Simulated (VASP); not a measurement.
# MgO (pbe) (Fm-3m) in VASP: a series of runs

Runs on MgO (pbe). Level: PBE. Tasks: single point.

Program: VASP 6.6.1. These are calculated values, not measurements. Logs are shortened: lines on timing, memory, paths and dates and some standing lists are left out, and cuts for length are marked.

## Step 1: The cell of the first run

It takes space group Fm-3m (No. 225, cubic). The conventional cell has a = 4.212 Å, b = 4.212 Å, c = 4.212 Å, α = 90.00°, β = 90.00°, γ = 90.00°. Mg (site symmetry m-3m) has 6 O at 2.11 Å within 2.8 Å. Within 2.8 Å of O (site symmetry m-3m) lie 6 Mg at 2.11 Å.

## Step 2: Single point, PBE

Input file INCAR:

```
SYSTEM = MgO
PREC = Accurate
ENCUT = 600
EDIFF = 1E-6
ISMEAR = 0
SIGMA = 0.1
LREAL = .False.
LASPH = .True.
NELM = 120
ALGO = Normal
ISIF = 2
LWAVE = .False.
LCHARG = .False.
GGA = PE
NBANDS = 11
GGA_COMPAT = .False.
```

Input file KPOINTS:

```
Automatic mesh
0
Gamma
  8 8 8
  0 0 0
```

Input file POSCAR:

```
MgO
1.0
    0.0000000000      2.1060000000      2.1060000000
    2.1060000000      0.0000000000      2.1060000000
    2.1060000000      2.1060000000      0.0000000000
Mg O
1 1
Direct
    0.0000000000      0.0000000000      0.0000000000
    0.5000000000      0.5000000000      0.5000000000
```

Potentials or basis: VASP PAW PBE potentials, release 64 (Mg, O).

Run with:

```console
$ cat potpaw_PBE.64/Mg/POTCAR potpaw_PBE.64/O/POTCAR > POTCAR
$ mpirun -np 1 vasp_std > vasp.out
```

OUTCAR:

```text
SYSTEM = MgO
   PREC = Accurate
   ENCUT = 600
   EDIFF = 1E-6
   ISMEAR = 0
   LREAL = .False.
   LASPH = .True.
   NELM = 120
   ISIF = 2
   GGA = PE

 ion  position               nearest neighbor table
   1  0.000  0.000  0.000-   2 2.11   2 2.11   2 2.11   2 2.11   2 2.11   2 2.11
   2  0.500  0.500  0.500-   1 2.11   1 2.11   1 2.11   1 2.11   1 2.11   1 2.11

  LATTYP: Found a face centered cubic cell.
 ALAT       =     4.2120000000

  Lattice vectors:

 A1 = (   0.0000000000,   2.1060000000,   2.1060000000)
 A2 = (   2.1060000000,   0.0000000000,   2.1060000000)
 A3 = (   2.1060000000,   2.1060000000,   0.0000000000)

Analysis of symmetry for initial positions (statically):
=====================================================================
 Subroutine PRICEL returns:
 Original cell was already a primitive cell.

 Routine SETGRP: Setting up the symmetry group for a
 face centered cubic supercell.

 Subroutine GETGRP returns: Found 48 space group operations
 (whereof 48 operations were pure point group operations)
 out of a pool of 48 trial point group operations.

The static configuration has the point symmetry O_h .

Analysis of symmetry for dynamics (positions and initial velocities):
=====================================================================
 Subroutine PRICEL returns:
 Original cell was already a primitive cell.

 Routine SETGRP: Setting up the symmetry group for a
 face centered cubic supercell.

 Subroutine GETGRP returns: Found 48 space group operations
 (whereof 48 operations were pure point group operations)
 out of a pool of 48 trial point group operations.

The dynamic configuration has the point symmetry O_h .

 Subroutine INISYM returns: Found 48 space group operations
 (whereof 48 operations are pure point group operations),
 and found     1 'primitive' translations

----------------------------------------------------------------------------------------

                                     Primitive cell

  volume of cell :      18.6812

  direct lattice vectors                    reciprocal lattice vectors
     0.000000000  2.106000000  2.106000000    -0.237416904  0.237416904  0.237416904
     2.106000000  0.000000000  2.106000000     0.237416904 -0.237416904  0.237416904
     2.106000000  2.106000000  0.000000000     0.237416904  0.237416904 -0.237416904

  length of vectors
     2.978333762  2.978333762  2.978333762     0.411218140  0.411218140  0.411218140

  position of ions in fractional coordinates (direct lattice)
     0.000000000  0.000000000  0.000000000
     0.500000000  0.500000000  0.500000000

  ion indices of the primitive-cell ions
   primitive index   ion index
                 1           1
                 2           2

----------------------------------------------------------------------------------------

 KPOINTS: Automatic mesh

Automatic generation of k-mesh.
 Grid dimensions read from file:
 generate k-points for:    8    8    8

 Generating k-lattice:

  Cartesian coordinates                     Fractional coordinates (reciprocal lattice)
    -0.029677113  0.029677113  0.029677113     0.125000000  0.000000000  0.000000000
     0.029677113 -0.029677113  0.029677113     0.000000000  0.125000000  0.000000000
     0.029677113  0.029677113 -0.029677113     0.000000000  0.000000000  0.125000000

  Length of vectors
     0.051402268  0.051402268  0.051402268

  Shift w.r.t. Gamma in fractional coordinates (k-lattice)
     0.000000000  0.000000000  0.000000000

 Subroutine IBZKPT returns following result:
 ===========================================

 Found     29 irreducible k-points:

 Following reciprocal coordinates:
            Coordinates               Weight
  0.000000  0.000000  0.000000      1.000000
  0.125000  0.000000  0.000000      8.000000
  0.250000  0.000000  0.000000      8.000000
  0.375000  0.000000  0.000000      8.000000
  0.500000  0.000000  0.000000      4.000000
  0.125000  0.125000  0.000000      6.000000
[... 16 lines left out ...]
  0.500000  0.250000  0.125000     48.000000
 -0.375000  0.250000  0.125000     24.000000
 [... further k-points ...]
   k-points           NKPTS =     29   k-points in BZ     NKDIM =     29   number of bands    NBANDS=     11
   number of dos      NEDOS =    301   number of ions     NIONS =      2
   total plane-waves  NPLWV =  13824
   dimension x,y,z NGX =    24 NGY =   24 NGZ =   24
   dimension x,y,z NGXF=    48 NGYF=   48 NGZF=   48
   ions per type =               1   1
   NGX,Y,Z   is equivalent  to a cutoff of  13.40, 13.40, 13.40 a.u.
   NGXF,Y,Z  is equivalent  to a cutoff of  26.79, 26.79, 26.79 a.u.
 SYSTEM =  MgO
   PREC   = accura    normal or accurate (medium, high low for compatibility)
   ISTART =      0    job   : 0-new  1-cont  2-samecut
   ICHARG =      2    charge: 1-file 2-atom 10-const
   ISPIN  =      1    spin polarized calculation?
   LNONCOLLINEAR =      F non collinear calculations
   LSORBIT =      F    spin-orbit coupling
   LASPH  =      T    aspherical Exc in radial PAW
   ENCUT  =  600.0 eV  44.10 Ry    6.64 a.u.   5.95  5.95  5.95*2*pi/ulx,y,z
   NELM   =    120;   NELMIN=  2; NELMDL= -5     # of ELM steps
   EDIFF  = 0.1E-05   stopping-criterion for ELM
   LREAL  =      F    real-space projection
   EDIFFG = 0.1E-04   stopping-criterion for IOM
   NSW    =      0    number of steps for IOM
   IBRION =     -1    ionic relax: 0-MD 1-quasi-New 2-CG
   NFREE  =      0    steps in history (QN), initial steepest desc. (CG)
   ISIF   =      2    stress and relaxation
   ISYM   =      2    0-nonsym 1-usesym 2-fastsym
   POTIM  = 0.5000    time-step for ionic-motion
   TEBEG  =    0.0;   TEEND  =   0.0 temperature during run
   PSTRESS=    0.0 pullay stress
   NELECT =       8.0000    total number of electrons
   NUPDOWN=      -1.0000    fix difference up-down
   EMIN   =  10.00;   EMAX   =-10.00  energy-range for DOS
   EFERMI =   0.00;   METHOD = LEGACY
   ISMEAR =     0;   SIGMA  =   0.10  broadening in eV -4-tet -1-fermi 0-gaus
   EFERMI_NEDOS =   21; number of points for ismear=-14 and -15
   IALGO  =     38    algorithm
   IMIX   =      4    mixing-type and parameters
     AMIX     =   0.40;   BMIX     =  1.00
     AMIX_MAG =   1.60;   BMIX_MAG =  1.00
  volume/ion in A,a.u.               =       9.34        63.03
  Fermi-wavevector in a.u.,A,eV,Ry     =   1.233966  2.331857 20.717205  1.522672
  Thomas-Fermi vector in A             =   2.368675
   LORBIT       =      0    0 simple, 1 ext, 2 COOP (PROOUT), +10 PAW based schemes
   GGA     = PE    functional components
   LHFCALC =     F    Hartree Fock is set to
   AEXX    =    0.0000 exact exchange contribution
   IVDW    =     0    specifies the selected vdW correction
   LEPSILON=     F    determine dielectric tensor
   LRPA    =     F    only Hartree local field effects (RPA)
 non-spin polarized calculation
 Gauss-broadening in eV      SIGMA  =   0.10
  energy-cutoff  :      600.00
  volume of cell :       18.68
 maximum number of plane-waves:       636
   NGX = 11   NGY = 11   NGZ = 11

 number of electron       8.0000005 magnetization

 Free energy of the ion-electron system (eV)
  ---------------------------------------------------
  ext. energy  EPLUGINS =         0.00000000
  ---------------------------------------------------
  free energy    TOTEN  =       -11.90891132 eV

  energy without entropy =      -11.90891132  energy(sigma->0) =      -11.90891132

 E-fermi :   3.6916     XC(G=0): -11.0785

 val. band max:        3.1853519816   @ k =   0.0000   0.0000   0.0000
 cond. band min:       7.9134934938   @ k =   0.0000   0.0000   0.0000
 fundamental gap:      4.7281415123
 Fermi energy:         3.6916388611

 k-point     1 :       0.0000    0.0000    0.0000
  band No.  band energies     occupation
      1     -14.0774      2.00000
      2       3.1854      2.00000
      3       3.1854      2.00000
      4       3.1854      2.00000
      5       7.9135      0.00000
      6      18.9879      0.00000
      7      18.9879      0.00000
      8      18.9879      0.00000
      9      22.9034      0.00000
     10      24.6790      0.00000
     11      24.6790      0.00000

 k-point     2 :       0.1250    0.0000    0.0000
  band No.  band energies     occupation
      1     -13.9143      2.00000
      2       2.2313      2.00000
      3       3.0822      2.00000
      4       3.0822      2.00000
      5       8.8276      0.00000
      6      17.3083      0.00000
      7      19.3467      0.00000
      8      19.3467      0.00000
      9      23.7115      0.00000
     10      23.7115      0.00000
     11      25.0649      0.00000

 k-point     3 :       0.2500    0.0000    0.0000
  band No.  band energies     occupation
      1     -13.4904      2.00000
      2       0.5269      2.00000
      3       2.8448      2.00000
      4       2.8448      2.00000
      5      10.2747      0.00000
      6      15.7621      0.00000
      7      19.8409      0.00000
      8      19.8409      0.00000
      9      23.3215      0.00000
     10      23.3215      0.00000
     11      25.1793      0.00000

 k-point     4 :       0.3750    0.0000    0.0000
  band No.  band energies     occupation
      1     -13.0125      2.00000
      2      -0.8810      2.00000
      3       2.6214      2.00000
      4       2.6214      2.00000
      5      10.9886      0.00000
      6      15.5645      0.00000
      7      19.6674      0.00000
      8      19.6674      0.00000
      9      24.3900      0.00000
     10      24.6349      0.00000
     11      24.6349      0.00000
[... 239 lines left out ...]
 k-point    22 :       0.3750    0.2500    0.1250
  band No.  band energies     occupation
      1     -13.1868      2.00000
      2       0.1703      2.00000
      3       2.0341      2.00000
      4       2.5707      2.00000
      5      11.6793      0.00000
      6      14.6749      0.00000
      7      18.2683      0.00000
      8      20.7336      0.00000
      9      21.2998      0.00000
     10      25.6276      0.00000
     11      29.0140      0.00000

 k-point    23 :       0.5000    0.2500    0.1250
  band No.  band energies     occupation
      1     -12.8105      2.00000
      2      -0.5203      2.00000
      3       1.4589      2.00000
      4       2.3184      2.00000
      5      12.6818      0.00000
      6      14.8407      0.00000
      7      17.1082      0.00000
      8      20.3314      0.00000
      9      22.8725      0.00000
     10      25.5948      0.00000
     11      29.2105      0.00000

 k-point    24 :      -0.3750    0.2500    0.1250
  band No.  band energies     occupation
      1     -12.6432      2.00000
      2      -0.8140      2.00000
      3       1.2515      2.00000
      4       2.1992      2.00000
      5      12.8591      0.00000
      6      15.3853      0.00000
      7      16.6782      0.00000
      8      20.0856      0.00000
      9      23.7141      0.00000
     10      25.2651      0.00000
     11      29.3485      0.00000

 [... further k-points ...]
[... 5 lines left out ...]
  --------------------------------------------------------------------------------------
  -------------------------------------------------------------------------------------
  Total        0.4317614      0.4317614      0.4317614      0.0000000      0.0000000      0.0000000
  in kB       37.0296228     37.0296228     37.0296228      0.0000000      0.0000000      0.0000000
  external PRESSURE =      37.0296228 kB  Pullay stress =       0.0000000 kB

 VOLUME and BASIS-vectors are now :
 -----------------------------------------------------------------------------
  energy-cutoff  :      600.00
  volume of cell :       18.68
      direct lattice vectors                 reciprocal lattice vectors
     0.000000000  2.106000000  2.106000000    -0.237416904  0.237416904  0.237416904
     2.106000000  0.000000000  2.106000000     0.237416904 -0.237416904  0.237416904
     2.106000000  2.106000000  0.000000000     0.237416904  0.237416904 -0.237416904

 POSITION                                       TOTAL-FORCE (eV/Angst)
 -----------------------------------------------------------------------------------
      0.00000      0.00000      0.00000        -0.000000     -0.000000      0.000000
      2.10600      2.10600      2.10600         0.000000      0.000000     -0.000000
 -----------------------------------------------------------------------------------
    total drift:                               -0.000000     -0.000000      0.000000

  FREE ENERGIE OF THE ION-ELECTRON SYSTEM (eV)
  ---------------------------------------------------
  free  energy   TOTEN  =       -11.9089113225 eV

  energy  without entropy=      -11.9089113225  energy(sigma->0) =      -11.90891132
```

It used 4.8 s of CPU time on 1 thread of Intel Xeon 6975P-C (shared host).

Results:

* Free energy: -11.9089 eV
* Pressure: 3.7 GPa
* Band gap on the k mesh: 4.73 eV, direct

PBE gaps usually lie below the measured ones, often by a third to a half.

## Step 3: Single point, PBE

This run uses another cell than the first one, of 9.63 Å³/atom, 1.031 times its volume.

Input file INCAR:

```
  PREC = Accurate
  ENCUT = 600
  EDIFF = 1E-6
  ISMEAR = 0
  SIGMA = 0.02
  LREAL = F
  LASPH = T
  NELM = 120
  ALGO = Normal
  ISIF = 2
  LWAVE = F
  LCHARG = F
  GGA = PE
  NBANDS = 11
  GGA_COMPAT = F
```

Input file KPOINTS:

```
regular mesh
0
Gamma
  8 8 8
```

Input file POSCAR:

```
MgO
1.0
    0.0000000000      2.1272076416      2.1272076416
    2.1272076416      0.0000000000      2.1272076416
    2.1272076416      2.1272076416      0.0000000000
Mg O
1 1
Direct
    0.0000000000      0.0000000000      0.0000000000
    0.5000000000      0.5000000000      0.5000000000
```

Potentials or basis: VASP PAW PBE potentials, release 64 (Mg, O).

Run with:

```console
$ cat potpaw_PBE.64/Mg/POTCAR potpaw_PBE.64/O/POTCAR > POTCAR
$ mpirun -np 1 vasp_std > vasp.out
```

OUTCAR:

```text
PREC = Accurate
   ENCUT = 600
   EDIFF = 1E-6
   ISMEAR = 0
   LREAL = F
   LASPH = T
   NELM = 120
   ISIF = 2
   GGA = PE

 ion  position               nearest neighbor table
   1  0.000  0.000  0.000-   2 2.13   2 2.13   2 2.13   2 2.13   2 2.13   2 2.13
   2  0.500  0.500  0.500-   1 2.13   1 2.13   1 2.13   1 2.13   1 2.13   1 2.13

  LATTYP: Found a face centered cubic cell.
 ALAT       =     4.2544152832

  Lattice vectors:

 A1 = (   0.0000000000,   2.1272076416,   2.1272076416)
 A2 = (   2.1272076416,   0.0000000000,   2.1272076416)
[... 513 lines left out ...]
      7      16.1412      0.00000
      8      19.4971      0.00000
      9      23.1384      0.00000
     10      24.6406      0.00000
     11      28.6456      0.00000

 [... further k-points ...]
[... 5 lines left out ...]
  --------------------------------------------------------------------------------------
  -------------------------------------------------------------------------------------
  Total       -0.1314861     -0.1314861     -0.1314861      0.0000000     -0.0000000     -0.0000000
  in kB      -10.9428552    -10.9428552    -10.9428552      0.0000000     -0.0000000     -0.0000000
  external PRESSURE =     -10.9428552 kB  Pullay stress =       0.0000000 kB

 VOLUME and BASIS-vectors are now :
 -----------------------------------------------------------------------------
  energy-cutoff  :      600.00
  volume of cell :       19.25
      direct lattice vectors                 reciprocal lattice vectors
     0.000000000  2.127207642  2.127207642    -0.235049927  0.235049927  0.235049927
     2.127207642  0.000000000  2.127207642     0.235049927 -0.235049927  0.235049927
     2.127207642  2.127207642  0.000000000     0.235049927  0.235049927 -0.235049927

 POSITION                                       TOTAL-FORCE (eV/Angst)
 -----------------------------------------------------------------------------------
      0.00000      0.00000      0.00000         0.000000     -0.000000      0.000000
      2.12721      2.12721      2.12721        -0.000000      0.000000      0.000000
 -----------------------------------------------------------------------------------
    total drift:                               -0.000000     -0.000000      0.000000

  FREE ENERGIE OF THE ION-ELECTRON SYSTEM (eV)
  ---------------------------------------------------
  free  energy   TOTEN  =       -11.9148795005 eV

  energy  without entropy=      -11.9148795005  energy(sigma->0) =      -11.91487950
```

OSZICAR:

```text
N       E                     dE             d eps       ncg     rms          rms(c)
DAV:   1     0.175770065149E+02    0.17577E+02   -0.49879E+03   710   0.731E+02
DAV:   2    -0.127034616389E+02   -0.30280E+02   -0.29441E+02   751   0.144E+02
DAV:   3    -0.134676746708E+02   -0.76421E+00   -0.76351E+00   792   0.203E+01
DAV:   4    -0.134696134470E+02   -0.19388E-02   -0.19387E-02   698   0.116E+00
DAV:   5    -0.134696197510E+02   -0.63039E-05   -0.63039E-05   755   0.649E-02    0.719E+00
DAV:   6    -0.119356260813E+02    0.15340E+01   -0.90030E+00   662   0.164E+01    0.228E+00
DAV:   7    -0.119209344182E+02    0.14692E-01   -0.60069E-02   692   0.220E+00    0.135E+00
DAV:   8    -0.119153372211E+02    0.55972E-02   -0.30594E-02   662   0.196E+00    0.252E-01
DAV:   9    -0.119149194506E+02    0.41777E-03   -0.60420E-04   731   0.173E-01    0.143E-01
DAV:  10    -0.119148787453E+02    0.40705E-04   -0.55509E-04   698   0.177E-01    0.828E-03
DAV:  11    -0.119148795005E+02   -0.75528E-06   -0.29690E-06   725   0.145E-02
   1 F= -.11914880E+02 E0= -.11914880E+02  d E =-.606166E-14
```

stdout:

```text
POSCAR found type information on POSCAR MgO
 POSCAR found :  2 types and       2 ions
 scaLAPACK will be used
 LDA part: xc-table for (Slater+PW92), standard interpolation
 POSCAR, INCAR and KPOINTS ok, starting setup
 FFT: planning ... GRIDC
 FFT: planning ... GRID_SOFT
 FFT: planning ... GRID
 WAVECAR not read
 entering main loop
```

It took 6 s on 1 thread of Intel Xeon 6975P-C, shared host; peak memory 0.14 GiB.

Results:

```yaml
Free_energy: -11.9149 eV
Pressure: -1.1 GPa
Band_gap_on_the_k_mesh: 4.44 eV, direct
```
